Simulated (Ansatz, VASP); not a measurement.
# Ge in VASP and in Ansatz

```xyz
1
Lattice="-1.5854 1.5854 1.5854 1.5854 -1.5854 1.5854 1.5854 1.5854 -1.5854" Properties=species:S:1:pos:R:3 pbc="T T T"
Ge    0.0000    0.0000    0.0000
```

Change from the starting cell: volume scaled by 0.896, to set the pressure.

Alike in both runs: task single point; functional LDA; k mesh 17 × 17 × 17; occupations fermi-dirac, width 0.08 eV; no spin polarisation.

```csv
,VASP,Ansatz
version,VASP 6.6.1,Ansatz 0.2.0
potentials or method,"VASP PAW LDA potentials, release 64 (Ge_d)","PAW with Ansatz's default frozen-core files, scalar-relativistic"
plane-wave cutoff (eV),500,420
valence electrons in the cell,14,14
```

```csv
,VASP,Ansatz,Ansatz less VASP
pressure (GPa),11.5,11.5,-0.05
```

LDA's correlation is that of Perdew and Zunger in VASP and of Perdew and Wang (1992) in Ansatz.
